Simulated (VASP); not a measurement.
# Al2Cu (I4/mcm) in VASP: further runs, part 2 of 2

VASP 6.6.1.

### 3 Single point, PBE

This run uses another cell than the first one, of the same volume but with other edges.

File INCAR:

```
SYSTEM = Al2Cu
ALGO = Fast
EDIFF = 1E-6
ENCUT = 520
GGA = PE
ISIF = 2
ISMEAR = 0
LASPH = .True.
LCHARG = .False.
LREAL = .False.
LWAVE = .False.
NBANDS = 26
NELM = 80
PREC = Accurate
SIGMA = 0.15
```

File KPOINTS:

```
k-points
0
Gamma
  14 14 14
  0 0 0
```

File POSCAR:

```
Al2Cu
1.0
   -2.8477527604      2.8477527604      2.7571799929
    2.8477527604     -2.8477527604      2.7571799929
    2.8477527604      2.8477527604     -2.7571799929
Al Cu
4 2
Direct
    0.1587211841      0.6587211841      0.8174423682
    0.6587211841      0.8412788159      0.5000000000
    0.8412788159      0.3412788159      0.1825576318
    0.3412788159      0.1587211841      0.5000000000
    0.7500000000      0.7500000000      0.0000000000
    0.2500000000      0.2500000000      0.0000000000
```

Potentials or basis: VASP PAW PBE potentials, release 64 (Al, Cu).

On the command line:

```
> cat potpaw_PBE.64/Al/POTCAR potpaw_PBE.64/Cu/POTCAR > POTCAR
> mpirun -np 1 vasp_std > vasp.out
```

OUTCAR:

```text
SYSTEM = Al2Cu
   EDIFF = 1E-6
   ENCUT = 520
   GGA = PE
   ISIF = 2
   ISMEAR = 0
   LASPH = .True.
   LREAL = .False.
   NELM = 80
   PREC = Accurate

 ion  position               nearest neighbor table
   1  0.159  0.659  0.817-   5 2.55   6 2.55   5 2.55   6 2.55   3 2.56   4 3.03   2 3.03   4 3.03
                             2 3.03   3 3.12   3 3.12   4 3.30   2 3.30   2 3.30   4 3.30
   2  0.659  0.841  0.500-   6 2.55   5 2.55   5 2.55   6 2.55   4 2.56   3 3.03   1 3.03   3 3.03
                             1 3.03   4 3.12   4 3.12   1 3.30   3 3.30   1 3.30   3 3.30
[... 914 lines left out ...]
  -------------------------------------------------------------------------------------
  Total        3.7552809      3.7552809     -3.4190842      0.0000000     -0.0000000      0.0000000
  in kB       67.2702960     67.2702960    -61.2478305      0.0000000     -0.0000000      0.0000000
  external PRESSURE =      24.4309205 kB  Pullay stress =       0.0000000 kB

 VOLUME and BASIS-vectors are now :
 -----------------------------------------------------------------------------
  energy-cutoff  :      520.00
  volume of cell :       89.44
      direct lattice vectors                 reciprocal lattice vectors
    -2.847752760  2.847752760  2.757179993     0.000000000  0.175577040  0.181344708
     2.847752760 -2.847752760  2.757179993     0.175577040  0.000000000  0.181344708
     2.847752760  2.847752760 -2.757179993     0.175577040  0.175577040  0.000000000

 POSITION                                       TOTAL-FORCE (eV/Angst)
 -----------------------------------------------------------------------------------
      3.75175      0.90400      0.00000         0.496567      0.496567     -0.000000
      1.94376      0.90400      2.75718        -0.496567      0.496567      0.000000
     -0.90400      1.94376      2.75718        -0.496567     -0.496567      0.000000
      0.90400      1.94376      0.00000         0.496567     -0.496567      0.000000
      0.00000      0.00000      4.13577         0.000000      0.000000      0.000000
      0.00000      0.00000      1.37859         0.000000      0.000000      0.000000
 -----------------------------------------------------------------------------------
    total drift:                                0.000000     -0.000000      0.000000

  FREE ENERGIE OF THE ION-ELECTRON SYSTEM (eV)
  ---------------------------------------------------
  free  energy   TOTEN  =       -22.8468598703 eV

  energy  without entropy=      -22.8257729952  energy(sigma->0) =      -22.83631643
```

stdout:

```text
POSCAR found type information on POSCAR AlCu
 POSCAR found :  2 types and       6 ions
 scaLAPACK will be used
 LDA part: xc-table for (Slater+PW92), standard interpolation
 POSCAR, INCAR and KPOINTS ok, starting setup
 FFT: planning ... GRIDC
 FFT: planning ... GRID_SOFT
 FFT: planning ... GRID
 WAVECAR not read
 entering main loop
WARNING in EDDRMM: call to ZHEGV failed, returncode =   8  4     26
```

It took 21 min on 1 thread of Intel Xeon 8259CL, shared host; peak memory 0.56 GiB.

What came out:

* Free energy: -22.8469 eV
* Pressure: 2.4 GPa
* Largest force: 0.702 eV/Å
* Band gap on the k mesh: zero (bands 17 and 18 overlap by 2.92 eV)

Forces on the atoms (eV/Å):
```
Al   0.497  0.497  0.000
Al  -0.497  0.497  0.000
Al  -0.497 -0.497  0.000
Al   0.497 -0.497  0.000
Cu   0.000  0.000  0.000
Cu   0.000  0.000  0.000
```

Stress tensor (GPa, compression positive):
```
 6.73  0.00  0.00
 0.00  6.73  0.00
 0.00  0.00 -6.12
```

### 4 Single point, PBE

File INCAR:

```
PREC = Accurate
ENCUT = 520
EDIFF = 1E-7
ISMEAR = 0
SIGMA = 0.15
LREAL = False
LASPH = True
NELM = 60
ALGO = Fast
ISIF = 2
LWAVE = False
LCHARG = False
GGA = PE
NBANDS = 26
```

File KPOINTS:

```
regular mesh
0
Gamma
  14 14 14
```

POSCAR, as its differences from that of step 3:

```diff
@@ -2,5 +2,5 @@
 1.0
-   -2.8477527604      2.8477527604      2.7571799929
-    2.8477527604     -2.8477527604      2.7571799929
-    2.8477527604      2.8477527604     -2.7571799929
+   -3.1114781418      3.1114781418      2.3095968185
+    3.1114781418     -3.1114781418      2.3095968185
+    3.1114781418      3.1114781418     -2.3095968185
 Al Cu
```

On the command line:

```
> cat potpaw_PBE.64/Al/POTCAR potpaw_PBE.64/Cu/POTCAR > POTCAR
> mpirun -np 1 vasp_std > vasp.out
```

Wall time 32 min (1 thread of Intel Xeon 8259CL, shared host); peak memory 0.6 GiB.

The run converged. Its results:

```yaml
Free_energy: -23.2127 eV
Pressure: 0.7 GPa
Largest_force: 0.188 eV/Å
Band_gap_on_the_k_mesh: zero (bands 17 and 18 overlap by 4.94 eV)
```

Forces on the atoms (eV/Å):
```
Al  -0.133 -0.133  0.000
Al   0.133 -0.133  0.000
Al   0.133  0.133  0.000
Al  -0.133  0.133  0.000
Cu   0.000  0.000  0.000
Cu   0.000  0.000  0.000
```

Stress tensor (GPa, compression positive):
```
-3.21  0.00  0.00
 0.00 -3.21  0.00
 0.00  0.00  8.63
```

Levels at points of the mesh, in eV from the Fermi level:
```tsv
k point	band 13	band 14	band 15	band 16	band 17	band 18	band 19	band 20	band 21	band 22
(0.00, 0.00, 0.00)	-3.06	-2.47	-1.20	-1.01	-1.01	-0.87	0.06	0.08	1.81	1.81
(0.50, 0.00, 0.00)	-3.21	-3.21	-2.71	-2.71	-0.10	-0.10	3.42	3.42	3.76	3.76
(0.50, 0.50, 0.00)	-2.53	-2.22	-1.95	-1.82	-0.61	-0.31	0.15	0.57	4.43	4.83
(0.50, 0.50, 0.50)	-3.52	-3.06	-3.06	-1.58	2.88	3.01	3.01	3.05	4.31	4.99
```

### 5 Summary

| cell | further INCAR settings | gap on the mesh (eV) | pressure (GPa) | largest force (eV/Å) |
| --- | --- | --- | --- | --- |
| a = 5.021 Å, angles 101.0, 101.0, 128.3°, 6 atoms | ALGO = Fast; EDIFF = 1e-06; NBANDS = 26 | none | 3.1 | 0.35 |
| a = 4.881 Å, angles 108.6, 108.6, 111.2°, 6 atoms | ALGO = Fast; EDIFF = 1e-06; NBANDS = 26 | none | 2.4 | 0.70 |
| a = 4.970 Å, angles 102.5, 102.5, 124.6°, 6 atoms | ALGO = Fast; EDIFF = 1e-07; NBANDS = 26 | none | 0.7 | 0.19 |

Alike in all rows: task single point; level PBE; potentials or basis VASP PAW PBE potentials, release 64 (Al, Cu); no spin polarisation; k mesh 14 × 14 × 14; cutoff (eV) 520; smearing gaussian 0.15 eV.

Caveats: the cell stands under pressure (at least some runs).

Total energies depend on the potentials used, so only differences within one code and one set of settings carry meaning.
